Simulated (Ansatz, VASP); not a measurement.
## Two plane-wave programs on CO2

```
O C
1.0
     5.62000    0.00000    0.00000
     0.00000    5.62000    0.00000
     0.00000    0.00000    5.62000
O C
8 4
Direct
  0.16700 0.33300 0.66700
  0.33300 0.66700 0.16700
  0.66700 0.16700 0.33300
  0.83300 0.83300 0.83300
  0.83300 0.66700 0.33300
  0.66700 0.33300 0.83300
  0.33300 0.83300 0.66700
  0.16700 0.16700 0.16700
  0.00000 0.50000 0.50000
  0.50000 0.50000 0.00000
  0.50000 0.00000 0.50000
  0.00000 0.00000 0.00000
```

Alike in both runs: functional PBE; k mesh 5 × 5 × 5; occupations fermi-dirac, width 0.05 eV; no spin polarisation.

|  | VASP | Ansatz |
| --- | --- | --- |
| version | VASP 6.6.1 | Ansatz 0.2.0 |
| potentials or method | VASP PAW PBE potentials, release 64 (O, C) | Ansatz PAW |
| plane-wave cutoff (eV) | 520 | 420 |
| valence electrons in the cell | 64 | 64 |
| task | single point | band structure |

Ansatz gave:

* gap on the k mesh at the Fermi level (eV): 1.26
* least direct gap on the mesh (eV): 1.26
* rms of the force components (eV/Å): 4.700

Problem. What did VASP give for the same quantities?

Solution. gap on the k mesh at the Fermi level (eV): 1.24; least direct gap on the mesh (eV): 1.24; rms of the force components (eV/Å): 4.660.

Atom by atom the forces differ by 0.040 eV/Å (rms over components). The functional is the same, so the differences come from potentials, cutoffs and numerics.
